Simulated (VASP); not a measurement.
# GaAs (F-43m) in VASP: settings compared

GaAs is run at these levels: PBE, BLYP; tasks: single point, relaxation of cell and atoms.

Everything below comes from runs of VASP 6.6.1. Logs are shortened: lines on timing, memory, paths and dates and some standing lists are left out, and cuts for length are marked.

**The experiment to reproduce.**

From “Evidence of valence band perturbations in GaAsN/GaAs(001): A combined variable-angle spectroscopic ellipsometry and modulated photoreflectance investigation”, 2008, arxiv:0805.2212, for a bulk crystal of GaAs at 300 K: band gap 1.418 ± 0.005 eV (direct).

The results are compared with them further down.

### Step 1. The cell of the first run

The structure is cubic, space group F-43m (No. 216). Conventional cell: a = 5.654 Å, b = 5.654 Å, c = 5.654 Å, α = 90.00°, β = 90.00°, γ = 90.00°. As (site symmetry -43m) has 4 Ga at 2.45 Å within 3.2 Å. Within 3.2 Å of Ga (site symmetry -43m) lie 4 As at 2.45 Å.

### Step 2. Single point, PBE

Input file INCAR:

```
ALGO = Normal ; EDIFF = 1E-6
ENCUT = 520 ; GGA = PE
ISIF = 2 ; ISMEAR = 0
LASPH = T ; LCHARG = T
LELF = T ; LREAL = F
LVHAR = T ; LWAVE = F
NBANDS = 16 ; NELM = 60
PREC = Accurate ; SIGMA = 0.016
```

Input file KPOINTS:

```
k-points
0
Gamma
  8 8 8
```

Input file POSCAR:

```
GaAs
1.0
    0.0000000000      2.8268500000      2.8268500000
    2.8268500000      0.0000000000      2.8268500000
    2.8268500000      2.8268500000      0.0000000000
As Ga
1 1
Direct
    0.7500000000      0.7500000000      0.7500000000
    0.0000000000      0.0000000000      0.0000000000
```

Potentials or basis: VASP PAW PBE potentials, release 64 (As, Ga_d).

Run with:

```sh
$ cat potpaw_PBE.64/As/POTCAR potpaw_PBE.64/Ga_d/POTCAR > POTCAR
$ mpirun -np 1 vasp_std > vasp.out
```

OUTCAR:

```text
EDIFF = 1E-6
   ENCUT = 520
   GGA = PE
   ISIF = 2
   ISMEAR = 0
   LASPH = T
   LREAL = F
   NELM = 60
   PREC = Accurate

 ion  position               nearest neighbor table
   1  0.750  0.750  0.750-   2 2.45   2 2.45   2 2.45   2 2.45
   2  0.000  0.000  0.000-   1 2.45   1 2.45   1 2.45   1 2.45

  LATTYP: Found a face centered cubic cell.
 ALAT       =     5.6537000000

  Lattice vectors:

 A1 = (   0.0000000000,   2.8268500000,   2.8268500000)
 A2 = (   2.8268500000,   0.0000000000,   2.8268500000)
 A3 = (   2.8268500000,   2.8268500000,   0.0000000000)

Analysis of symmetry for initial positions (statically):
=====================================================================
 Subroutine PRICEL returns:
 Original cell was already a primitive cell.

 Routine SETGRP: Setting up the symmetry group for a
 face centered cubic supercell.

 Subroutine GETGRP returns: Found 24 space group operations
 (whereof 24 operations were pure point group operations)
 out of a pool of 48 trial point group operations.

The static configuration has the point symmetry T_d .

Analysis of symmetry for dynamics (positions and initial velocities):
=====================================================================
 Subroutine PRICEL returns:
 Original cell was already a primitive cell.

 Routine SETGRP: Setting up the symmetry group for a
 face centered cubic supercell.

 Subroutine GETGRP returns: Found 24 space group operations
 (whereof 24 operations were pure point group operations)
 out of a pool of 48 trial point group operations.

The dynamic configuration has the point symmetry T_d .

 Subroutine INISYM returns: Found 24 space group operations
 (whereof 24 operations are pure point group operations),
 and found     1 'primitive' translations

----------------------------------------------------------------------------------------

                                     Primitive cell

  volume of cell :      45.1792

  direct lattice vectors                    reciprocal lattice vectors
     0.000000000  2.826850000  2.826850000    -0.176875321  0.176875321  0.176875321
     2.826850000  0.000000000  2.826850000     0.176875321 -0.176875321  0.176875321
     2.826850000  2.826850000  0.000000000     0.176875321  0.176875321 -0.176875321

  length of vectors
     3.997769609  3.997769609  3.997769609     0.306357042  0.306357042  0.306357042

  position of ions in fractional coordinates (direct lattice)
     0.750000000  0.750000000  0.750000000
     0.000000000  0.000000000  0.000000000

  ion indices of the primitive-cell ions
   primitive index   ion index
                 1           1
                 2           2

----------------------------------------------------------------------------------------

 KPOINTS: k-points

Automatic generation of k-mesh.
 Grid dimensions read from file:
 generate k-points for:    8    8    8

 Generating k-lattice:

  Cartesian coordinates                     Fractional coordinates (reciprocal lattice)
    -0.022109415  0.022109415  0.022109415     0.125000000  0.000000000  0.000000000
     0.022109415 -0.022109415  0.022109415     0.000000000  0.125000000  0.000000000
     0.022109415  0.022109415 -0.022109415     0.000000000  0.000000000  0.125000000

  Length of vectors
     0.038294630  0.038294630  0.038294630

  Shift w.r.t. Gamma in fractional coordinates (k-lattice)
     0.000000000  0.000000000  0.000000000

 Subroutine IBZKPT returns following result:
 ===========================================

 Found     29 irreducible k-points:

 Following reciprocal coordinates:
            Coordinates               Weight
  0.000000  0.000000  0.000000      1.000000
  0.125000  0.000000  0.000000      8.000000
  0.250000  0.000000  0.000000      8.000000
  0.375000  0.000000  0.000000      8.000000
  0.500000  0.000000  0.000000      4.000000
  0.125000  0.125000  0.000000      6.000000
[... 16 lines left out ...]
  0.500000  0.250000  0.125000     48.000000
 -0.375000  0.250000  0.125000     24.000000
 [... further k-points ...]
   k-points           NKPTS =     29   k-points in BZ     NKDIM =     29   number of bands    NBANDS=     16
   number of dos      NEDOS =    301   number of ions     NIONS =      2
   total plane-waves  NPLWV =  27000
   dimension x,y,z NGX =    30 NGY =   30 NGZ =   30
   dimension x,y,z NGXF=    60 NGYF=   60 NGZF=   60
   ions per type =               1   1
   NGX,Y,Z   is equivalent  to a cutoff of  12.48, 12.48, 12.48 a.u.
   NGXF,Y,Z  is equivalent  to a cutoff of  24.95, 24.95, 24.95 a.u.
 SYSTEM =  unknown system
   PREC   = accura    normal or accurate (medium, high low for compatibility)
   ISTART =      0    job   : 0-new  1-cont  2-samecut
   ICHARG =      2    charge: 1-file 2-atom 10-const
   ISPIN  =      1    spin polarized calculation?
   LNONCOLLINEAR =      F non collinear calculations
   LSORBIT =      F    spin-orbit coupling
   LASPH  =      T    aspherical Exc in radial PAW
   ENCUT  =  520.0 eV  38.22 Ry    6.18 a.u.   7.43  7.43  7.43*2*pi/ulx,y,z
   NELM   =     60;   NELMIN=  2; NELMDL= -5     # of ELM steps
   EDIFF  = 0.1E-05   stopping-criterion for ELM
   LREAL  =      F    real-space projection
   EDIFFG = 0.1E-04   stopping-criterion for IOM
   NSW    =      0    number of steps for IOM
   IBRION =     -1    ionic relax: 0-MD 1-quasi-New 2-CG
   NFREE  =      0    steps in history (QN), initial steepest desc. (CG)
   ISIF   =      2    stress and relaxation
   ISYM   =      2    0-nonsym 1-usesym 2-fastsym
   POTIM  = 0.5000    time-step for ionic-motion
   TEBEG  =    0.0;   TEEND  =   0.0 temperature during run
   PSTRESS=    0.0 pullay stress
   NELECT =      18.0000    total number of electrons
   NUPDOWN=      -1.0000    fix difference up-down
   EMIN   =  10.00;   EMAX   =-10.00  energy-range for DOS
   EFERMI =   0.00;   METHOD = LEGACY
   ISMEAR =     0;   SIGMA  =   0.02  broadening in eV -4-tet -1-fermi 0-gaus
   EFERMI_NEDOS =   21; number of points for ismear=-14 and -15
   IALGO  =     38    algorithm
   IMIX   =      4    mixing-type and parameters
     AMIX     =   0.40;   BMIX     =  1.00
     AMIX_MAG =   1.60;   BMIX_MAG =  1.00
  volume/ion in A,a.u.               =      22.59       152.44
  Fermi-wavevector in a.u.,A,eV,Ry     =   1.204628  2.276417 19.743799  1.451128
  Thomas-Fermi vector in A             =   2.340347
   LORBIT       =      0    0 simple, 1 ext, 2 COOP (PROOUT), +10 PAW based schemes
   GGA     = PE    functional components
   LHFCALC =     F    Hartree Fock is set to
   AEXX    =    0.0000 exact exchange contribution
   IVDW    =     0    specifies the selected vdW correction
   LEPSILON=     F    determine dielectric tensor
   LRPA    =     F    only Hartree local field effects (RPA)
 non-spin polarized calculation
 Gauss-broadening in eV      SIGMA  =   0.02
  energy-cutoff  :      520.00
  volume of cell :       45.18
 maximum number of plane-waves:      1243
 NGX is ok and might be reduce to    30
   NGX = 15   NGY = 15   NGZ = 15

 number of electron      17.9999995 magnetization

 Free energy of the ion-electron system (eV)
  ---------------------------------------------------
  ext. energy  EPLUGINS =         0.00000000
  ---------------------------------------------------
  free energy    TOTEN  =        -8.24710842 eV

  energy without entropy =       -8.24710842  energy(sigma->0) =       -8.24710842

 E-fermi :   4.0419     XC(G=0):  -9.5875

 val. band max:        3.9328530125   @ k =   0.0000   0.0000   0.0000
 cond. band min:       4.4528469528   @ k =   0.0000   0.0000   0.0000
 fundamental gap:      0.5199939403
 Fermi energy:         4.0419499437

 k-point     1 :       0.0000    0.0000    0.0000
  band No.  band energies     occupation
      1     -10.8762      2.00000
      2     -10.8762      2.00000
      3     -10.8762      2.00000
      4     -10.7970      2.00000
      5     -10.7970      2.00000
      6      -8.7928      2.00000
[... 8 lines left out ...]
     15      14.0549      0.00000
     16      14.0549      0.00000

 k-point     2 :       0.1250    0.0000    0.0000
  band No.  band energies     occupation
      1     -10.8896      2.00000
      2     -10.8726      2.00000
      3     -10.8726      2.00000
      4     -10.7972      2.00000
      5     -10.7972      2.00000
      6      -8.6102      2.00000
[... 8 lines left out ...]
     15      13.2004      0.00000
     16      13.2004      0.00000

 k-point     3 :       0.2500    0.0000    0.0000
  band No.  band energies     occupation
      1     -10.9191      2.00000
      2     -10.8649      2.00000
      3     -10.8649      2.00000
      4     -10.7967      2.00000
      5     -10.7967      2.00000
      6      -8.1003      2.00000
[... 8 lines left out ...]
     15      12.9593      0.00000
     16      12.9593      0.00000

 k-point     4 :       0.3750    0.0000    0.0000
  band No.  band energies     occupation
      1     -10.9454      2.00000
      2     -10.8588      2.00000
      3     -10.8588      2.00000
      4     -10.7946      2.00000
      5     -10.7946      2.00000
      6      -7.4172      2.00000
[... 8 lines left out ...]
     15      14.1240      0.00000
     16      14.1240      0.00000
[... 324 lines left out ...]
 k-point    22 :       0.3750    0.2500    0.1250
  band No.  band energies     occupation
      1     -10.9414      2.00000
      2     -10.8557      2.00000
      3     -10.8530      2.00000
      4     -10.8050      2.00000
      5     -10.7919      2.00000
      6      -7.6706      2.00000
[... 8 lines left out ...]
     15      14.8560      0.00000
     16      15.3484      0.00000

 k-point    23 :       0.5000    0.2500    0.1250
  band No.  band energies     occupation
      1     -10.9578      2.00000
      2     -10.8521      2.00000
      3     -10.8463      2.00000
      4     -10.8037      2.00000
      5     -10.7922      2.00000
      6      -7.0386      2.00000
[... 8 lines left out ...]
     15      14.7627      0.00000
     16      16.2014      0.00000

 k-point    24 :      -0.3750    0.2500    0.1250
  band No.  band energies     occupation
      1     -10.9639      2.00000
      2     -10.8514      2.00000
      3     -10.8438      2.00000
      4     -10.8013      2.00000
      5     -10.7935      2.00000
      6      -6.6855      2.00000
[... 8 lines left out ...]
     15      15.5475      0.00000
     16      16.0689      0.00000

 [... further k-points ...]

------------------------ aborting loop because EDIFF is reached ----------------------------------------

  FORCE on cell =-STRESS in cart. coord.  units (eV):
  Direction    XX          YY          ZZ          XY          YZ          ZX
  --------------------------------------------------------------------------------------
  -------------------------------------------------------------------------------------
  Total        0.9713738      0.9713738      0.9713738     -0.0000000     -0.0000000     -0.0000000
  in kB       34.4475765     34.4475765     34.4475765     -0.0000000     -0.0000000     -0.0000000
  external PRESSURE =      34.4475765 kB  Pullay stress =       0.0000000 kB

 VOLUME and BASIS-vectors are now :
 -----------------------------------------------------------------------------
  energy-cutoff  :      520.00
  volume of cell :       45.18
      direct lattice vectors                 reciprocal lattice vectors
     0.000000000  2.826850000  2.826850000    -0.176875321  0.176875321  0.176875321
     2.826850000  0.000000000  2.826850000     0.176875321 -0.176875321  0.176875321
     2.826850000  2.826850000  0.000000000     0.176875321  0.176875321 -0.176875321

 POSITION                                       TOTAL-FORCE (eV/Angst)
 -----------------------------------------------------------------------------------
      4.24027      4.24027      4.24027        -0.000000     -0.000000     -0.000000
      0.00000      0.00000      0.00000         0.000000      0.000000      0.000000
 -----------------------------------------------------------------------------------
    total drift:                               -0.000002     -0.000002     -0.000002

  FREE ENERGIE OF THE ION-ELECTRON SYSTEM (eV)
  ---------------------------------------------------
  free  energy   TOTEN  =        -8.2471084250 eV

  energy  without entropy=       -8.2471084250  energy(sigma->0) =       -8.24710842
```

It took 14 s on 1 thread of Intel Xeon Platinum 8488C (Sapphire Rapids), shared host; peak memory 0.17 GiB.

Results:

* Free energy: -8.2471 eV
* Pressure: 3.4 GPa
* Band gap on the k mesh: 0.52 eV, direct

(Part 1 of 2 ends here.)
